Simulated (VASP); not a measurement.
# Nb (Im-3m) in VASP: a series of runs

Nb is run at these levels: PBEsol; tasks: single point, relaxation of cell and atoms.

Program: VASP 6.6.1. These are calculated values, not measurements. Logs are shortened: lines on timing, memory, paths and dates and some standing lists are left out, and cuts for length are marked.

## 1. The cell of the first run

The structure is cubic, space group Im-3m (No. 229). Conventional cell: a = 3.318 Å, b = 3.318 Å, c = 3.318 Å, α = 90.00°, β = 90.00°, γ = 90.00°. Nb (site symmetry m-3m) has 14 Nb at 2.87 to 3.32 Å within 3.8 Å.

## 2. Single point, PBEsol

Input file INCAR:

```
  PREC = Accurate
  ENCUT = 520
  EDIFF = 1E-7
  ISMEAR = 0
  SIGMA = 0.1
  LREAL = F
  LASPH = T
  NELM = 100
  ALGO = Normal
  ISIF = 2
  LWAVE = F
  LCHARG = F
  GGA = PS
  NBANDS = 12
```

Input file KPOINTS:

```
Automatic mesh
0
Gamma
  8 8 8
```

Input file POSCAR:

```
Nb
1.0
   -1.6588161900      1.6588161900      1.6588161900
    1.6588161900     -1.6588161900      1.6588161900
    1.6588161900      1.6588161900     -1.6588161900
Nb
1
Direct
    0.0000000000      0.0000000000      0.0000000000
```

Potentials or basis: VASP PAW PBE potentials, release 64 (Nb_sv).

Command:

```sh
> cat potpaw_PBE.64/Nb_sv/POTCAR > POTCAR
> mpirun -np 1 vasp_std > vasp.out
```

OUTCAR:

```text
PREC = Accurate
   ENCUT = 520
   EDIFF = 1E-7
   ISMEAR = 0
   LREAL = F
   LASPH = T
   NELM = 100
   ISIF = 2
   GGA = PS

 ion  position               nearest neighbor table
   1  0.000  0.000  0.000-

  LATTYP: Found a body centered cubic cell.
 ALAT       =     3.3176323800

  Lattice vectors:

 A1 = (  -1.6588161900,   1.6588161900,   1.6588161900)
 A2 = (   1.6588161900,  -1.6588161900,   1.6588161900)
 A3 = (   1.6588161900,   1.6588161900,  -1.6588161900)

Analysis of symmetry for initial positions (statically):
=====================================================================
 Subroutine PRICEL returns:
 Original cell was already a primitive cell.

 Routine SETGRP: Setting up the symmetry group for a
 body centered cubic supercell.

 Subroutine GETGRP returns: Found 48 space group operations
 (whereof 48 operations were pure point group operations)
 out of a pool of 48 trial point group operations.

The static configuration has the point symmetry O_h .

Analysis of symmetry for dynamics (positions and initial velocities):
=====================================================================
 Subroutine PRICEL returns:
 Original cell was already a primitive cell.

 Routine SETGRP: Setting up the symmetry group for a
 body centered cubic supercell.

 Subroutine GETGRP returns: Found 48 space group operations
 (whereof 48 operations were pure point group operations)
 out of a pool of 48 trial point group operations.

The dynamic configuration has the point symmetry O_h .

 Subroutine INISYM returns: Found 48 space group operations
 (whereof 48 operations are pure point group operations),
 and found     1 'primitive' translations

----------------------------------------------------------------------------------------

                                     Primitive cell

  volume of cell :      18.2581

  direct lattice vectors                    reciprocal lattice vectors
    -1.658816190  1.658816190  1.658816190     0.000000000  0.301419773  0.301419773
     1.658816190 -1.658816190  1.658816190     0.301419773  0.000000000  0.301419773
     1.658816190  1.658816190 -1.658816190     0.301419773  0.301419773  0.000000000

  length of vectors
     2.873153921  2.873153921  2.873153921     0.426271931  0.426271931  0.426271931

  position of ions in fractional coordinates (direct lattice)
     0.000000000  0.000000000  0.000000000

  ion indices of the primitive-cell ions
   primitive index   ion index
                 1           1

----------------------------------------------------------------------------------------

 KPOINTS: Automatic mesh

Automatic generation of k-mesh.
 Grid dimensions read from file:
 generate k-points for:    8    8    8

 Generating k-lattice:

  Cartesian coordinates                     Fractional coordinates (reciprocal lattice)
     0.000000000  0.037677472  0.037677472     0.125000000  0.000000000  0.000000000
     0.037677472  0.000000000  0.037677472     0.000000000  0.125000000  0.000000000
     0.037677472  0.037677472  0.000000000     0.000000000  0.000000000  0.125000000

  Length of vectors
     0.053283991  0.053283991  0.053283991

  Shift w.r.t. Gamma in fractional coordinates (k-lattice)
     0.000000000  0.000000000  0.000000000

 Subroutine IBZKPT returns following result:
 ===========================================

 Found     29 irreducible k-points:

 Following reciprocal coordinates:
            Coordinates               Weight
  0.000000  0.000000  0.000000      1.000000
  0.125000  0.000000  0.000000     12.000000
  0.250000  0.000000  0.000000     12.000000
  0.375000  0.000000  0.000000     12.000000
  0.500000  0.000000  0.000000      6.000000
  0.125000  0.125000  0.000000     24.000000
[... 16 lines left out ...]
 -0.250000  0.250000  0.250000      6.000000
 -0.375000  0.375000  0.250000     24.000000
 [... further k-points ...]
   k-points           NKPTS =     29   k-points in BZ     NKDIM =     29   number of bands    NBANDS=     12
   number of dos      NEDOS =    301   number of ions     NIONS =      1
   total plane-waves  NPLWV =  13824
   dimension x,y,z NGX =    24 NGY =   24 NGZ =   24
   dimension x,y,z NGXF=    48 NGYF=   48 NGZF=   48
   ions per type =               1
   NGX,Y,Z   is equivalent  to a cutoff of  13.89, 13.89, 13.89 a.u.
   NGXF,Y,Z  is equivalent  to a cutoff of  27.77, 27.77, 27.77 a.u.
 SYSTEM =  unknown system
   PREC   = accura    normal or accurate (medium, high low for compatibility)
   ISTART =      0    job   : 0-new  1-cont  2-samecut
   ICHARG =      2    charge: 1-file 2-atom 10-const
   ISPIN  =      1    spin polarized calculation?
   LNONCOLLINEAR =      F non collinear calculations
   LSORBIT =      F    spin-orbit coupling
   LASPH  =      T    aspherical Exc in radial PAW
   ENCUT  =  520.0 eV  38.22 Ry    6.18 a.u.   5.34  5.34  5.34*2*pi/ulx,y,z
   NELM   =    100;   NELMIN=  2; NELMDL= -5     # of ELM steps
   EDIFF  = 0.1E-06   stopping-criterion for ELM
   LREAL  =      F    real-space projection
   EDIFFG = 0.1E-05   stopping-criterion for IOM
   NSW    =      0    number of steps for IOM
   IBRION =     -1    ionic relax: 0-MD 1-quasi-New 2-CG
   NFREE  =      0    steps in history (QN), initial steepest desc. (CG)
   ISIF   =      2    stress and relaxation
   ISYM   =      2    0-nonsym 1-usesym 2-fastsym
   POTIM  = 0.5000    time-step for ionic-motion
   TEBEG  =    0.0;   TEEND  =   0.0 temperature during run
   PSTRESS=    0.0 pullay stress
   NELECT =      13.0000    total number of electrons
   NUPDOWN=      -1.0000    fix difference up-down
   EMIN   =  10.00;   EMAX   =-10.00  energy-range for DOS
   EFERMI =   0.00;   METHOD = LEGACY
   ISMEAR =     0;   SIGMA  =   0.10  broadening in eV -4-tet -1-fermi 0-gaus
   EFERMI_NEDOS =   21; number of points for ismear=-14 and -15
   IALGO  =     38    algorithm
   IMIX   =      4    mixing-type and parameters
     AMIX     =   0.40;   BMIX     =  1.00
     AMIX_MAG =   1.60;   BMIX_MAG =  1.00
  volume/ion in A,a.u.               =      18.26       123.21
  Fermi-wavevector in a.u.,A,eV,Ry     =   1.461855  2.762506 29.075930  2.137021
  Thomas-Fermi vector in A             =   2.578137
   LORBIT       =      0    0 simple, 1 ext, 2 COOP (PROOUT), +10 PAW based schemes
   GGA     = PS    functional components
   LHFCALC =     F    Hartree Fock is set to
   AEXX    =    0.0000 exact exchange contribution
   IVDW    =     0    specifies the selected vdW correction
   LEPSILON=     F    determine dielectric tensor
   LRPA    =     F    only Hartree local field effects (RPA)
 non-spin polarized calculation
 Gauss-broadening in eV      SIGMA  =   0.10
  energy-cutoff  :      520.00
  volume of cell :       18.26
 maximum number of plane-waves:       531
 NGX is ok and might be reduce to    24
   NGX = 11   NGY = 11   NGZ = 11

 number of electron      12.9999999 magnetization

 Free energy of the ion-electron system (eV)
  ---------------------------------------------------
  ext. energy  EPLUGINS =         0.00000000
  ---------------------------------------------------
  free energy    TOTEN  =       -10.96500046 eV

  energy without entropy =      -10.95839397  energy(sigma->0) =      -10.96169721

 E-fermi :  10.7126     XC(G=0): -12.5627

 val. band max:       10.6520568420   @ k =  -0.2500   0.2500   0.1250
 cond. band min:      10.7403877707   @ k =   0.2500   0.0000   0.0000
 fundamental gap:      0.0883309287
 Fermi energy:        10.7126211708

 k-point     1 :       0.0000    0.0000    0.0000
  band No.  band energies     occupation
      1     -43.4605      2.00000
      2     -18.8027      2.00000
      3     -18.8027      2.00000
      4     -18.8027      2.00000
      5       4.9062      2.00000
      6      11.2082      0.00000
      7      11.2082      0.00000
      8      11.2082      0.00000
      9      14.0755      0.00000
     10      14.0755      0.00000
     11      25.0310      0.00000
     12      25.0310      0.00000

 k-point     2 :       0.1250    0.0000    0.0000
  band No.  band energies     occupation
      1     -43.4268      2.00000
      2     -19.0075      2.00000
      3     -18.8653      2.00000
      4     -18.8043      2.00000
      5       5.5179      2.00000
      6      10.8454      0.06039
      7      11.0828      0.00000
      8      11.8098      0.00000
      9      13.6325      0.00000
     10      14.0872      0.00000
     11      25.4586      0.00000
     12      26.1016      0.00000

 k-point     3 :       0.2500    0.0000    0.0000
  band No.  band energies     occupation
      1     -43.3447      2.00000
      2     -19.4822      2.00000
      3     -19.0136      2.00000
      4     -18.8084      2.00000
      5       6.8384      2.00000
      6      10.0907      2.00000
      7      10.7404      0.69456
      8      13.4929      0.00000
      9      13.5680      0.00000
     10      14.2262      0.00000
     11      25.1395      0.00000
     12      26.6405      0.00000

 k-point     4 :       0.3750    0.0000    0.0000
  band No.  band energies     occupation
      1     -43.2612      2.00000
      2     -19.9324      2.00000
      3     -19.1580      2.00000
      4     -18.8127      2.00000
      5       7.2891      2.00000
      6       9.4552      2.00000
      7      11.7691      0.00000
      8      14.0322      0.00000
      9      14.5553      0.00000
     10      15.7774      0.00000
     11      23.3165      0.00000
     12      24.1343      0.00000

 k-point     5 :       0.5000    0.0000    0.0000
  band No.  band energies     occupation
      1     -43.2262      2.00000
      2     -20.1126      2.00000
      3     -19.2167      2.00000
      4     -18.8145      2.00000
      5       7.1640      2.00000
      6       9.2174      2.00000
      7      13.0673      0.00000
      8      14.0974      0.00000
      9      14.7713      0.00000
     10      17.1368      0.00000
     11      22.4251      0.00000
     12      22.6673      0.00000

 k-point     6 :       0.1250    0.1250    0.0000
  band No.  band energies     occupation
      1     -43.3689      2.00000
      2     -19.3323      2.00000
      3     -18.9408      2.00000
      4     -18.8521      2.00000
      5       6.5548      2.00000
      6      10.4549      1.99973
      7      10.5008      1.99727
      8      13.0972      0.00000
      9      13.2235      0.00000
     10      14.3653      0.00000
     11      26.2260      0.00000
     12      26.5410      0.00000

 k-point     7 :       0.2500    0.1250   -0.0000
  band No.  band energies     occupation
      1     -43.2858      2.00000
      2     -19.7407      2.00000
      3     -19.1230      2.00000
      4     -18.8746      2.00000
      5       7.6646      2.00000
      6       9.7532      2.00000
      7      10.4832      1.99882
      8      13.4555      0.00000
      9      14.6789      0.00000
     10      15.3481      0.00000
     11      24.4703      0.00000
     12      25.6605      0.00000

 k-point     8 :       0.3750    0.1250    0.0000
  band No.  band energies     occupation
      1     -43.2263      2.00000
      2     -20.0119      2.00000
      3     -19.2645      2.00000
      4     -18.8823      2.00000
      5       7.6387      2.00000
      6       9.3756      2.00000
      7      11.7139      0.00000
      8      13.9273      0.00000
      9      15.0141      0.00000
     10      17.5735      0.00000
     11      22.5752      0.00000
     12      23.5182      0.00000
[... 166 lines left out ...]
 k-point    20 :      -0.3750    0.5000    0.1250
  band No.  band energies     occupation
      1     -43.1857      2.00000
      2     -19.9179      2.00000
      3     -19.4489      2.00000
      4     -19.0411      2.00000
      5       8.3839      2.00000
      6       9.6854      2.00000
      7      10.4398      1.99989
      8      13.1463      0.00000
      9      15.5022      0.00000
     10      18.4503      0.00000
     11      22.3958      0.00000
     12      24.8514      0.00000

 k-point    21 :      -0.3750   -0.3750    0.1250
  band No.  band energies     occupation
      1     -43.1648      2.00000
      2     -19.7480      2.00000
      3     -19.7480      2.00000
      4     -19.0524      2.00000
      5       9.2777      2.00000
      6       9.2777      2.00000
      7       9.5905      2.00000
      8      14.5944      0.00000
      9      14.5944      0.00000
     10      21.1110      0.00000
     11      21.8881      0.00000
     12      21.8881      0.00000

 k-point    22 :       0.2500    0.2500    0.2500
  band No.  band energies     occupation
      1     -43.2079      2.00000
      2     -19.4672      2.00000
      3     -19.4672      2.00000
      4     -19.4672      2.00000
      5       9.7582      2.00000
      6       9.7582      2.00000
      7       9.7582      2.00000
      8      14.9015      0.00000
      9      14.9015      0.00000
     10      20.0313      0.00000
     11      22.6437      0.00000
     12      22.6437      0.00000

 k-point    23 :      -0.2500    0.2500    0.2500
  band No.  band energies     occupation
      1     -43.2456      2.00000
      2     -19.5087      2.00000
      3     -19.2436      2.00000
      4     -19.2436      2.00000
      5       8.3268      2.00000
      6       9.7987      2.00000
      7      11.7970      0.00000
      8      11.7970      0.00000
      9      13.3321      0.00000
     10      15.4849      0.00000
     11      25.3729      0.00000
     12      28.8113      0.00000

 k-point    24 :      -0.3750    0.3750    0.2500
  band No.  band energies     occupation
      1     -43.1745      2.00000
      2     -19.7751      2.00000
      3     -19.4005      2.00000
      4     -19.2837      2.00000
      5       8.4979      2.00000
      6       9.0075      2.00000
      7      11.7975      0.00000
      8      12.5375      0.00000
      9      15.2615      0.00000
     10      16.5514      0.00000
     11      24.4514      0.00000
     12      26.2789      0.00000

 [... further k-points ...]
[... 5 lines left out ...]
  --------------------------------------------------------------------------------------
  -------------------------------------------------------------------------------------
  Total       -0.7911963     -0.7911963     -0.7911963     -0.0000000     -0.0000000      0.0000000
  in kB      -69.4288629    -69.4288629    -69.4288629     -0.0000000     -0.0000000      0.0000000
  external PRESSURE =     -69.4288629 kB  Pullay stress =       0.0000000 kB

 VOLUME and BASIS-vectors are now :
 -----------------------------------------------------------------------------
  energy-cutoff  :      520.00
  volume of cell :       18.26
      direct lattice vectors                 reciprocal lattice vectors
    -1.658816190  1.658816190  1.658816190     0.000000000  0.301419773  0.301419773
     1.658816190 -1.658816190  1.658816190     0.301419773  0.000000000  0.301419773
     1.658816190  1.658816190 -1.658816190     0.301419773  0.301419773  0.000000000

 POSITION                                       TOTAL-FORCE (eV/Angst)
 -----------------------------------------------------------------------------------
      0.00000      0.00000      0.00000         0.000000     -0.000000      0.000000
 -----------------------------------------------------------------------------------
    total drift:                                0.000000      0.000000     -0.000000

  FREE ENERGIE OF THE ION-ELECTRON SYSTEM (eV)
  ---------------------------------------------------
  free  energy   TOTEN  =       -10.9650004562 eV

  energy  without entropy=      -10.9583939672  energy(sigma->0) =      -10.96169721
```

Run time: 4 s. Hardware: 1 thread of Intel Xeon 6975P-C (Granite Rapids), shared host; peak memory 0.13 GiB.

Results:

```yaml
Free_energy: -10.9650 eV
Pressure: -6.9 GPa
```

Caveat: the PAW data sets were made with another functional, which shifts forces and pressure a little.

## 3. Single point, PBEsol

This run uses another cell than the first one, of 17.52 Å³/atom, 0.959 times its volume.

Input file INCAR:

```
SYSTEM = Nb
PREC = Accurate
ENCUT = 520
EDIFF = 1E-6
ISMEAR = 0
SIGMA = 0.1
LREAL = .False.
LASPH = .True.
NELM = 80
ALGO = Normal
ISIF = 2
LWAVE = .False.
LCHARG = .False.
GGA = PS
NBANDS = 12
```

Input file KPOINTS:

```
regular mesh
0
Gamma
  18 18 18
  0 0 0
```

Input file POSCAR:

```
Nb
1.0
   -1.6360727361      1.6360727361      1.6360727361
    1.6360727361     -1.6360727361      1.6360727361
    1.6360727361      1.6360727361     -1.6360727361
Nb
1
Direct
    0.0000000000      0.0000000000      0.0000000000
```

Potentials or basis: VASP PAW PBE potentials, release 64 (Nb_sv).

Command:

```sh
> cat potpaw_PBE.64/Nb_sv/POTCAR > POTCAR
> mpirun -np 1 vasp_std > vasp.out
```

Wall time 16 s (1 thread of Intel Xeon 6975P-C (Granite Rapids), shared host); peak memory 0.16 GiB.

Results (log left out):

```yaml
Free_energy: -10.9556 eV
Pressure: -0.3 GPa
```

Levels at points of the mesh, in eV from the Fermi level:
| k point | band 2 | band 3 | band 4 | band 5 | band 6 | band 7 | band 8 | band 9 | band 10 | band 11 |
| --- | --- | --- | --- | --- | --- | --- | --- | --- | --- | --- |
| (0.00, 0.00, 0.00) | -29.47 | -29.47 | -29.47 | -6.01 | 0.37 | 0.37 | 0.37 | 3.38 | 3.38 | 14.30 |
| (0.50, 0.00, 0.00) | -30.97 | -29.94 | -29.49 | -3.84 | -1.73 | 2.44 | 3.43 | 4.14 | 6.66 | 11.72 |
| (0.50, 0.50, 0.50) | -30.49 | -30.49 | -30.49 | -3.89 | -3.89 | 5.85 | 5.85 | 5.85 | 9.30 | 9.30 |

Caveat: the PAW data sets were made with another functional, which shifts forces and pressure a little.

## 4. Relaxation of cell and atoms, PBEsol

Input file INCAR:

```
SYSTEM = Nb
PREC = Accurate ; ENCUT = 600
EDIFF = 1E-6 ; ISMEAR = 0
SIGMA = 0.1 ; LREAL = .FALSE.
LASPH = .TRUE. ; NELM = 80
ALGO = Fast ; ISIF = 3
LWAVE = .FALSE. ; LCHARG = .FALSE.
GGA = PS ; IBRION = 2
NSW = 100 ; EDIFFG = -0.005
```

Input file KPOINTS:

```
Automatic mesh
0
G
  18 18 18
  0 0 0
```

Input file POSCAR:

```
Nb
1.0
   -1.6588161900      1.6588161900      1.6588161900
    1.6588161900     -1.6588161900      1.6588161900
    1.6588161900      1.6588161900     -1.6588161900
Nb
1
Direct
    0.0000000000      0.0000000000      0.0000000000
```

Command:

```sh
> cat potpaw_PBE.64/Nb_sv/POTCAR > POTCAR
> mpirun -np 1 vasp_std > vasp.out
```

Wall time 1.9 min (1 thread of Intel Xeon 6975P-C (Granite Rapids), shared host); peak memory 0.19 GiB.

It converged, with:

| Quantity | Value |
| --- | --- |
| Free energy | -10.9562 eV |
| Relaxed volume | 17.48 Å³/atom |
| Relaxed cell | a = 2.832 Å, b = 2.832 Å, c = 2.832 Å, α = 109.47°, β = 109.47°, γ = 109.47° |
| Space group after relaxing (to 0.05 Å) | Im-3m (No. 229) |
| Energy gained by relaxing | 17.4 meV/atom |
| Ionic steps | 5 |
| Pressure after relaxing | 0.0 GPa |

Step by step:
```tsv
step	energy change (eV)	largest force (eV/Å)	pressure (GPa)	volume (Å³)
1	0.0000	0.0000	-6.97	18.26
2	0.0396	0.0000	15.33	16.24
3	-0.0174	0.0000	-0.16	17.51
4	-0.0174	0.0000	-0.07	17.50
5	-0.0174	0.0000	0.04	17.48
```

Final structure:
```xyz
1
Lattice="-1.6351 1.6351 1.6351 1.6351 -1.6351 1.6351 1.6351 1.6351 -1.6351" Properties=species:S:1:pos:R:3 pbc="T T T"
Nb    0.0000    0.0000    0.0000
```

Levels at points of the mesh, in eV from the Fermi level:
```
           k point  band 4  band 5  band 6  band 7  band 8  band 9
(0.00, 0.00, 0.00)  -29.47   -6.01    0.37    0.37    0.37    3.38
(0.50, 0.00, 0.00)  -29.48   -3.85   -1.74    2.45    3.43    4.14
(0.50, 0.50, 0.50)  -30.49   -3.90   -3.90    5.86    5.86    5.86
```

Caveat: the PAW data sets were made with another functional, which shifts forces and pressure a little.

## 5. The runs side by side

| task | cell | k mesh | cutoff (eV) | gap on the mesh (eV) | pressure (GPa) |
| --- | --- | --- | --- | --- | --- |
| single point | a = 2.873 Å, angles 109.5°, 1 atom | 8 × 8 × 8 | 520 | none | -6.9 |
| single point | a = 2.834 Å, angles 109.5°, 1 atom | 18 × 18 × 18 | 520 | none | -0.3 |
| relaxation of cell and atoms | relaxed from a = 2.873 Å, angles 109.5°, 1 atom | 18 × 18 × 18 | 600 | none | 0.0 |

Alike in all rows: level PBEsol; potentials or basis VASP PAW PBE potentials, release 64 (Nb_sv); no spin polarisation; smearing gaussian 0.1 eV.

Caveats: the PAW data sets were made with another functional, which shifts forces and pressure a little.

Total energies depend on the potentials used, so only differences within one code and one set of settings carry meaning.
